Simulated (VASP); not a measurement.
# SiO2 (fluorite type) (Fm-3m) in VASP: notebook

The runs below take SiO2 (fluorite type) through single point, with PBE.

Program: VASP 6.6.1. These are calculated values, not measurements. Logs are shortened: lines on timing, memory, paths and dates and some standing lists are left out, and cuts for length are marked.

## 1. The cell of the first run

The structure is cubic, space group Fm-3m (No. 225). Conventional cell: a = 4.520 Å, b = 4.520 Å, c = 4.520 Å, α = 90.00°, β = 90.00°, γ = 90.00°. Within 2.6 Å of Si (site symmetry m-3m) lie 8 O at 1.96 Å. Within 2.6 Å of O (site symmetry -43m) lie 4 Si at 1.96 Å and 6 O at 2.26 Å.

## 2. Single point, PBE

Input file INCAR:

```
ALGO = Normal
EDIFF = 1E-6
ENCUT = 600
GGA = PE
GGA_COMPAT = False
ISIF = 2
ISMEAR = -1
LASPH = True
LCHARG = False
LREAL = False
LWAVE = False
NBANDS = 15
NELM = 120
PREC = Accurate
SIGMA = 0.06122561905347299
```

Input file KPOINTS:

```
k-points
0
Gamma
  41 41 41
```

Input file POSCAR:

```
SiO2
1.0
    0.0000000000      2.2601587737      2.2601587737
    2.2601587737      0.0000000000      2.2601587737
    2.2601587737      2.2601587737      0.0000000000
Si O
1 2
Direct
    0.0000000000      0.0000000000      0.0000000000
    0.2500000000      0.2500000000      0.2500000000
    0.7500000000      0.7500000000      0.7500000000
```

Potentials or basis: VASP PAW PBE potentials, release 64 (Si, O).

On the command line:

```bash
$ cat potpaw_PBE.64/Si/POTCAR potpaw_PBE.64/O/POTCAR > POTCAR
$ mpirun -np 1 vasp_std > vasp.out
```

OUTCAR:

```text
EDIFF = 1E-6
   ENCUT = 600
   GGA = PE
   ISIF = 2
   ISMEAR = -1
   LASPH = True
   LREAL = False
   NELM = 120
   PREC = Accurate

 ion  position               nearest neighbor table
   1  0.000  0.000  0.000-   3 1.96   3 1.96   3 1.96   2 1.96   2 1.96   2 1.96   3 1.96   2 1.96

   2  0.250  0.250  0.250-   1 1.96   1 1.96   1 1.96   1 1.96
   3  0.750  0.750  0.750-   1 1.96   1 1.96   1 1.96   1 1.96

  LATTYP: Found a face centered cubic cell.
 ALAT       =     4.5203175474

  Lattice vectors:

 A1 = (   0.0000000000,   2.2601587737,   2.2601587737)
 A2 = (   2.2601587737,   0.0000000000,   2.2601587737)
 A3 = (   2.2601587737,   2.2601587737,   0.0000000000)

Analysis of symmetry for initial positions (statically):
=====================================================================
 Subroutine PRICEL returns:
 Original cell was already a primitive cell.

 Routine SETGRP: Setting up the symmetry group for a
 face centered cubic supercell.

 Subroutine GETGRP returns: Found 48 space group operations
 (whereof 48 operations were pure point group operations)
 out of a pool of 48 trial point group operations.

The static configuration has the point symmetry O_h .

Analysis of symmetry for dynamics (positions and initial velocities):
=====================================================================
 Subroutine PRICEL returns:
 Original cell was already a primitive cell.

 Routine SETGRP: Setting up the symmetry group for a
 face centered cubic supercell.

 Subroutine GETGRP returns: Found 48 space group operations
 (whereof 48 operations were pure point group operations)
 out of a pool of 48 trial point group operations.

The dynamic configuration has the point symmetry O_h .

 Subroutine INISYM returns: Found 48 space group operations
 (whereof 48 operations are pure point group operations),
 and found     1 'primitive' translations

----------------------------------------------------------------------------------------

                                     Primitive cell

  volume of cell :      23.0912

  direct lattice vectors                    reciprocal lattice vectors
     0.000000000  2.260158774  2.260158774    -0.221223396  0.221223396  0.221223396
     2.260158774  0.000000000  2.260158774     0.221223396 -0.221223396  0.221223396
     2.260158774  2.260158774  0.000000000     0.221223396  0.221223396 -0.221223396

  length of vectors
     3.196347191  3.196347191  3.196347191     0.383170162  0.383170162  0.383170162

  position of ions in fractional coordinates (direct lattice)
     0.000000000  0.000000000  0.000000000
     0.250000000  0.250000000  0.250000000
     0.750000000  0.750000000  0.750000000

  ion indices of the primitive-cell ions
   primitive index   ion index
                 1           1
                 2           2
                 3           3

----------------------------------------------------------------------------------------

 KPOINTS: k-points

Automatic generation of k-mesh.
 Grid dimensions read from file:
 generate k-points for:   41   41   41

 Generating k-lattice:

  Cartesian coordinates                     Fractional coordinates (reciprocal lattice)
    -0.005395693  0.005395693  0.005395693     0.024390244  0.000000000  0.000000000
     0.005395693 -0.005395693  0.005395693     0.000000000  0.024390244  0.000000000
     0.005395693  0.005395693 -0.005395693     0.000000000  0.000000000  0.024390244

  Length of vectors
     0.009345614  0.009345614  0.009345614

  Shift w.r.t. Gamma in fractional coordinates (k-lattice)
     0.000000000  0.000000000  0.000000000

 Subroutine IBZKPT returns following result:
 ===========================================

 Found   1771 irreducible k-points:

 Following reciprocal coordinates:
            Coordinates               Weight
  0.000000  0.000000  0.000000      1.000000
  0.024390  0.000000  0.000000      8.000000
  0.048780  0.000000  0.000000      8.000000
  0.073171  0.000000  0.000000      8.000000
  0.097561  0.000000  0.000000      8.000000
  0.121951  0.000000  0.000000      8.000000
[... 16 lines left out ...]
  0.048780  0.024390  0.000000     24.000000
  0.073171  0.024390  0.000000     24.000000
 [... further k-points ...]
   k-points           NKPTS =   1771   k-points in BZ     NKDIM =   1771   number of bands    NBANDS=     15
   number of dos      NEDOS =    301   number of ions     NIONS =      3
   total plane-waves  NPLWV =  21952
   dimension x,y,z NGX =    28 NGY =   28 NGZ =   28
   dimension x,y,z NGXF=    56 NGYF=   56 NGZF=   56
   ions per type =               1   2
   NGX,Y,Z   is equivalent  to a cutoff of  14.56, 14.56, 14.56 a.u.
   NGXF,Y,Z  is equivalent  to a cutoff of  29.13, 29.13, 29.13 a.u.
 SYSTEM =  unknown system
   PREC   = accura    normal or accurate (medium, high low for compatibility)
   ISTART =      0    job   : 0-new  1-cont  2-samecut
   ICHARG =      2    charge: 1-file 2-atom 10-const
   ISPIN  =      1    spin polarized calculation?
   LNONCOLLINEAR =      F non collinear calculations
   LSORBIT =      F    spin-orbit coupling
   LASPH  =      T    aspherical Exc in radial PAW
   ENCUT  =  600.0 eV  44.10 Ry    6.64 a.u.   6.38  6.38  6.38*2*pi/ulx,y,z
   NELM   =    120;   NELMIN=  2; NELMDL= -5     # of ELM steps
   EDIFF  = 0.1E-05   stopping-criterion for ELM
   LREAL  =      F    real-space projection
[... 7 lines left out ...]
   TEBEG  =    0.0;   TEEND  =   0.0 temperature during run
   PSTRESS=    0.0 pullay stress
   NELECT =      16.0000    total number of electrons
   NUPDOWN=      -1.0000    fix difference up-down
   EMIN   =  10.00;   EMAX   =-10.00  energy-range for DOS
   EFERMI =   0.00;   METHOD = LEGACY
   ISMEAR =    -1;   SIGMA  =   0.06  broadening in eV -4-tet -1-fermi 0-gaus
   EFERMI_NEDOS =   21; number of points for ismear=-14 and -15
   IALGO  =     38    algorithm
   IMIX   =      4    mixing-type and parameters
     AMIX     =   0.40;   BMIX     =  1.00
     AMIX_MAG =   1.60;   BMIX_MAG =  1.00
  volume/ion in A,a.u.               =       7.70        51.94
  Fermi-wavevector in a.u.,A,eV,Ry     =   1.448658  2.737567 28.553324  2.098610
  Thomas-Fermi vector in A             =   2.566474
   LORBIT       =      0    0 simple, 1 ext, 2 COOP (PROOUT), +10 PAW based schemes
   GGA     = PE    functional components
   LHFCALC =     F    Hartree Fock is set to
   AEXX    =    0.0000 exact exchange contribution
   IVDW    =     0    specifies the selected vdW correction
   LEPSILON=     F    determine dielectric tensor
   LRPA    =     F    only Hartree local field effects (RPA)
 non-spin polarized calculation
  energy-cutoff  :      600.00
  volume of cell :       23.09
 maximum number of plane-waves:       786
 NGX is ok and might be reduce to    28
   NGX = 13   NGY = 13   NGZ = 13

 number of electron      15.9999999 magnetization

 Free energy of the ion-electron system (eV)
  ---------------------------------------------------
  ext. energy  EPLUGINS =         0.00000000
  ---------------------------------------------------
  free energy    TOTEN  =       -19.89891343 eV

  energy without entropy =      -19.89891343  energy(sigma->0) =      -19.89891343

 E-fermi :  10.8204     XC(G=0): -12.4431

 val. band max:        9.7410722187   @ k =  -0.4878   0.4878   0.0000
 cond. band min:      11.8112020266   @ k =   0.4878   0.4878   0.0000
 fundamental gap:      2.0701298079
 Fermi energy:        10.8204262849

 k-point     1 :       0.0000    0.0000    0.0000
  band No.  band energies     occupation
      1     -13.3127      2.00000
      2      -6.3405      2.00000
      3       3.8693      2.00000
      4       3.8693      2.00000
      5       3.8693      2.00000
      6       7.4558      2.00000
      7       7.4558      2.00000
      8       7.4558      2.00000
      9      12.0420      0.00000
     10      15.6999      0.00000
     11      15.6999      0.00000
     12      15.6999      0.00000
     13      22.1761      0.00000
     14      22.1761      0.00000
     15      24.6065      0.00000

 k-point     2 :       0.0244    0.0000    0.0000
  band No.  band energies     occupation
      1     -13.3040      2.00000
      2      -6.3520      2.00000
      3       3.8626      2.00000
      4       3.8696      2.00000
      5       3.8696      2.00000
      6       7.4187      2.00000
      7       7.4443      2.00000
      8       7.4443      2.00000
      9      12.0893      0.00000
     10      15.7040      0.00000
     11      15.7158      0.00000
     12      15.7158      0.00000
     13      22.1941      0.00000
     14      22.1941      0.00000
     15      24.6420      0.00000

 k-point     3 :       0.0488    0.0000    0.0000
  band No.  band energies     occupation
      1     -13.2780      2.00000
      2      -6.3866      2.00000
      3       3.8429      2.00000
      4       3.8708      2.00000
      5       3.8708      2.00000
      6       7.3130      2.00000
      7       7.4101      2.00000
      8       7.4101      2.00000
      9      12.2254      0.00000
     10      15.7174      0.00000
     11      15.7635      0.00000
     12      15.7635      0.00000
     13      22.2471      0.00000
     14      22.2471      0.00000
     15      24.7468      0.00000

 k-point     4 :       0.0732    0.0000    0.0000
  band No.  band energies     occupation
      1     -13.2348      2.00000
      2      -6.4441      2.00000
      3       3.8095      2.00000
      4       3.8731      2.00000
      5       3.8731      2.00000
      6       7.1524      2.00000
      7       7.3540      2.00000
      8       7.3540      2.00000
      9      12.4350      0.00000
     10      15.7436      0.00000
     11      15.8427      0.00000
     12      15.8427      0.00000
     13      22.3333      0.00000
     14      22.3333      0.00000
     15      24.9149      0.00000
[... 307 lines left out ...]
 k-point    22 :       0.0244    0.0244    0.0000
  band No.  band energies     occupation
      1     -13.3011      2.00000
      2      -6.3558      2.00000
      3       3.8489      2.00000
      4       3.8489      2.00000
      5       3.9023      2.00000
      6       7.3576      2.00000
      7       7.4653      2.00000
      8       7.4653      2.00000
      9      12.1041      0.00000
     10      15.6718      0.00000
     11      15.7379      0.00000
     12      15.7379      0.00000
     13      22.1927      0.00000
     14      22.2073      0.00000
     15      24.6539      0.00000

 k-point    23 :       0.0488    0.0244    0.0000
  band No.  band energies     occupation
      1     -13.2809      2.00000
      2      -6.3826      2.00000
      3       3.8235      2.00000
      4       3.8292      2.00000
      5       3.9342      2.00000
      6       7.2390      2.00000
      7       7.4522      2.00000
      8       7.4631      2.00000
      9      12.2080      0.00000
     10      15.6549      0.00000
     11      15.7857      0.00000
     12      15.7915      0.00000
     13      22.2269      0.00000
     14      22.2553      0.00000
     15      24.7357      0.00000

 k-point    24 :       0.0732    0.0244    0.0000
  band No.  band energies     occupation
      1     -13.2434      2.00000
      2      -6.4321      2.00000
      3       3.7873      2.00000
      4       3.8110      2.00000
      5       3.9637      2.00000
      6       7.0795      2.00000
      7       7.4002      2.00000
      8       7.4381      2.00000
      9      12.3892      0.00000
     10      15.6599      0.00000
     11      15.8555      0.00000
     12      15.8762      0.00000
     13      22.2956      0.00000
     14      22.3362      0.00000
     15      24.8829      0.00000

 [... further k-points ...]

------------------------ aborting loop because EDIFF is reached ----------------------------------------

  FORCE on cell =-STRESS in cart. coord.  units (eV):
  Direction    XX          YY          ZZ          XY          YZ          ZX
  --------------------------------------------------------------------------------------
  -------------------------------------------------------------------------------------
  Total        1.6773390      1.6773390      1.6773390      0.0000000      0.0000000     -0.0000000
  in kB      116.3816709    116.3816709    116.3816709      0.0000000      0.0000000     -0.0000000
  external PRESSURE =     116.3816709 kB  Pullay stress =       0.0000000 kB

 VOLUME and BASIS-vectors are now :
 -----------------------------------------------------------------------------
  energy-cutoff  :      600.00
  volume of cell :       23.09
      direct lattice vectors                 reciprocal lattice vectors
     0.000000000  2.260158774  2.260158774    -0.221223396  0.221223396  0.221223396
     2.260158774  0.000000000  2.260158774     0.221223396 -0.221223396  0.221223396
     2.260158774  2.260158774  0.000000000     0.221223396  0.221223396 -0.221223396

 POSITION                                       TOTAL-FORCE (eV/Angst)
 -----------------------------------------------------------------------------------
      0.00000      0.00000      0.00000        -0.000000     -0.000000     -0.000000
      1.13008      1.13008      1.13008        -0.000000     -0.000000      0.000000
      3.39024      3.39024      3.39024         0.000000      0.000000      0.000000
 -----------------------------------------------------------------------------------
    total drift:                                0.000000      0.000000      0.000000

  FREE ENERGIE OF THE ION-ELECTRON SYSTEM (eV)
  ---------------------------------------------------
  free  energy   TOTEN  =       -19.8989134339 eV

  energy  without entropy=      -19.8989134332  energy(sigma->0) =      -19.89891343
```

Wall time 5.3 min (1 thread of Intel Xeon 6975P-C (Granite Rapids), shared host); peak memory 0.69 GiB.

What came out:

* Free energy: -19.8989 eV
* Pressure: 11.6 GPa
* Band gap on the k mesh: 2.07 eV (least direct gap 2.08 eV)

Caveat: the cell stands under pressure; an odd mesh through Γ misses points on the zone boundary, where band edges can lie.

## 3. Single point, PBE

This run uses another cell than the first one, of 8.34 Å³/atom.

Input file INCAR:

```
PREC = Accurate
ENCUT = 600
EDIFF = 1E-6
ISMEAR = -1
SIGMA = 0.06122561905347299
LREAL = False
LASPH = True
NELM = 120
ALGO = Normal
ISIF = 2
LWAVE = False
LCHARG = False
GGA = PE
NBANDS = 15
GGA_COMPAT = False
```

Input file KPOINTS:

```
regular mesh
0
Gamma
  41 41 41
```

Input file POSCAR:

```
SiO2
1.0
    0.0000000000      2.3212735226      2.3212735226
    2.3212735226      0.0000000000      2.3212735226
    2.3212735226      2.3212735226      0.0000000000
Si O
1 2
Direct
    0.0000000000      0.0000000000      0.0000000000
    0.2500000000      0.2500000000      0.2500000000
    0.7500000000      0.7500000000      0.7500000000
```

Potentials or basis: VASP PAW PBE potentials, release 64 (Si, O).

On the command line:

```bash
$ cat potpaw_PBE.64/Si/POTCAR potpaw_PBE.64/O/POTCAR > POTCAR
$ mpirun -np 1 vasp_std > vasp.out
```

Wall time 7.2 min (1 thread of AMD EPYC 9R45 (Zen 5), shared host); peak memory 0.71 GiB.

Results (log left out):

| Property | Result |
| --- | --- |
| Free energy | -19.9081 eV |
| Pressure | -9.8 GPa |
| Band gap on the k mesh | 1.24 eV (least direct gap 1.96 eV) |

Levels at points of the mesh, in eV from the valence-band top:
```
           k point  band 5  band 6  band 7  band 8  band 9  band 10  band 11  band 12
(0.00, 0.00, 0.00)   -5.29   -2.10   -2.10   -2.10    1.24     5.78     5.78     5.78
```

Caveat: the cell stands under tension; an odd mesh through Γ misses points on the zone boundary, where band edges can lie.
